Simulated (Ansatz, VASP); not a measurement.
KRu: VASP beside Ansatz

Contents of INCAR:

```
PREC     = Accurate       # precision mode
ENCUT    = 600            # plane-wave cutoff, eV
EDIFF    = 1E-7           # SCF threshold, eV
ISMEAR   = 0              # smearing method
SIGMA    = 0.1            # smearing width, eV
LREAL    = False          # projectors in reciprocal space
LASPH    = True           # aspherical terms in the spheres
NELM     = 80             # most SCF steps
ALGO     = Normal         # electronic algorithm
ISIF     = 3              # what is computed and relaxed
LWAVE    = False          # write WAVECAR
LCHARG   = False          # write CHGCAR
GGA      = PE             # functional
IBRION   = 2              # ionic algorithm
NSW      = 90             # ionic steps
EDIFFG   = -0.04          # ionic threshold
```

Contents of KPOINTS:

```
regular mesh
0
Gamma
  6 6 2
```

The input POSCAR:

```
KRu
1.0
    3.4877561343      0.0000000000      0.0000000000
    0.0000000000      3.4877561343      0.0000000000
    0.0000000000      0.0000000000     10.0843423936
K Ru
2 2
Direct
    0.0000000000      0.5000000000      0.2914714168
    0.5000000000      0.0000000000      0.7085285832
    0.0000000000      0.0000000000      0.0000000000
    0.5000000000      0.5000000000      0.0000000000
```

Input for Ansatz:

```yaml
crystal:
  lattice:
    - [3.4877561343, 0.0, 0.0]
    - [0.0, 3.4877561343, 0.0]
    - [0.0, 0.0, 10.0843423936]
  atoms:
    - { symbol: K, position: [0.0, 0.5, 0.2914714168] }
    - { symbol: K, position: [0.5, 0.0, 0.7085285832] }
    - { symbol: Ru, position: [0.0, 0.0, 0.0] }
    - { symbol: Ru, position: [0.5, 0.5, 0.0] }
basis:
  ecutwfc: 420
kpoints:
  mp_grid: { grid: [6, 6, 2] }
hamiltonian:
  xc: pbe
scf:
  occupations: { method: gaussian, width: 0.1 }
  lower_state_search: "off"
output:
  forces: true
  stress: true
  eigenvalues: true
relax:
  adjacent_minimum: "off"
  f_tol: 0.04
  max_steps: 70
  cell: { stress_tol: 0.4 }
```

Alike in both runs: task relaxation of cell and atoms; functional PBE; k mesh 6 × 6 × 2; occupations gaussian, width 0.1 eV; no spin polarisation.

|  | VASP | Ansatz |
| --- | --- | --- |
| version | VASP 6.6.1 | Ansatz 0.2.0 |
| potentials or method | VASP PAW PBE potentials, release 64 (K_sv, Ru_pv), cutoff 600 eV | scalar-relativistic, plane waves, PAW |
| valence electrons in the cell | 46 | 50 |

```tsv
	VASP	Ansatz	Ansatz less VASP
gap on the k mesh at the Fermi level, each at its own relaxed structure (eV)	none	none	-
relaxed volume (Å³/atom)	30.64	31.19	+0.552
relaxed length of the cell vector where the two differ most in proportion (Å)	10.033	10.210	+0.1761
```

A gap of «none» marks a metal or a gap that the smearing closes. VASP's potentials hold 46 valence electrons a cell and Ansatz's 50, so a difference there can come from the potentials and not from the codes.
